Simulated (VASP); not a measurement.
# AlCo3: single point with r2SCAN

AlCo3:

```
CELL_PARAMETERS angstrom
3.57495 0.00000 0.00000
0.00000 3.57495 0.00000
0.00000 0.00000 3.57495
ATOMIC_POSITIONS crystal
Al 0.00000 0.00000 0.00000
Co 0.50000 0.50000 0.00000
Co 0.50000 0.00000 0.50000
Co 0.00000 0.50000 0.50000
```

```yaml
Program: VASP 6.6.1
Task: single point
Functional: r2SCAN
Potentials_or_basis: VASP PAW PBE potentials, release 64 (Al, Co)
Cutoff: 520 eV
k_mesh: 8 × 8 × 8, shifted
Occupations: gaussian, width 0.1 eV
Spin: collinear spin, ferromagnetic start
Starting_moments: "[0.0, 1.76, 1.76, 1.76] μB"
Dipole_correction: no
Further_INCAR_settings: ALGO = Normal; EDIFF = 1e-06; NBANDS = 27
```

```
Pressure                                              : 0.8 GPa
Net moment                                            : 4.42 μB per cell
Site moments                                          : Al -0.04; Co +1.55 μB
Valence electrons inside the program's atomic spheres : Al 0.84; Co 8.32
```

Levels at points of the mesh, in eV from the Fermi level:
Spin up:
| k point | band 14 | band 15 | band 16 | band 17 | band 18 | band 19 | band 20 | band 21 |
| --- | --- | --- | --- | --- | --- | --- | --- | --- |
| (0.06, 0.06, 0.06) | -1.26 | -1.26 | -0.97 | 0.25 | 0.47 | 0.47 | 6.56 | 6.56 |
Spin down:
```
           k point  band 11  band 12  band 13  band 14  band 15  band 16
(0.06, 0.06, 0.06)    -0.24    -0.24     0.45     0.45     1.04     1.04
```

Run time: 3 min on 1 thread of Intel Xeon 6975P-C, on a shared host, peak memory 0.2 GiB.

Caveat: the PAW data sets were made with another functional, which shifts forces and pressure a little.
